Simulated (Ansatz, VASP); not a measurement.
# One calculation of C, two programs

```
CELL_PARAMETERS angstrom
1.74281 0.00000 0.00000
0.00000 1.74281 0.00000
0.00000 0.00000 1.74281
ATOMIC_POSITIONS crystal
C 0.00000 0.00000 0.00000
```

Alike in both runs: functional PBEsol; k mesh 8 × 8 × 8; occupations gaussian, width 0.1 eV; no spin polarisation.

Ansatz relaxed the structure, and its values are those at the end. VASP's run is a single point on that final structure, the one shown.

|  | VASP | Ansatz |
| --- | --- | --- |
| version | VASP 6.6.1 | Ansatz 0.2.0 |
| potentials or method | VASP PAW PBE potentials, release 64 (C), cutoff 600 eV | scalar-relativistic, plane waves, PAW |
| valence electrons in the cell | 4 | 4 |

```tsv
	VASP	Ansatz	Ansatz less VASP
gap on the k mesh at the Fermi level (eV)	none	none	-
pressure (GPa)	0.2	0.0	-0.20
```

VASP's potentials were made for PBE, not for PBEsol. A gap of «none» marks a metal or a gap that the smearing closes. With one functional, cell and mesh, what is left measures potentials, basis and numerics.

The k mesh is coarse, so the values compare programs but aren't converged.
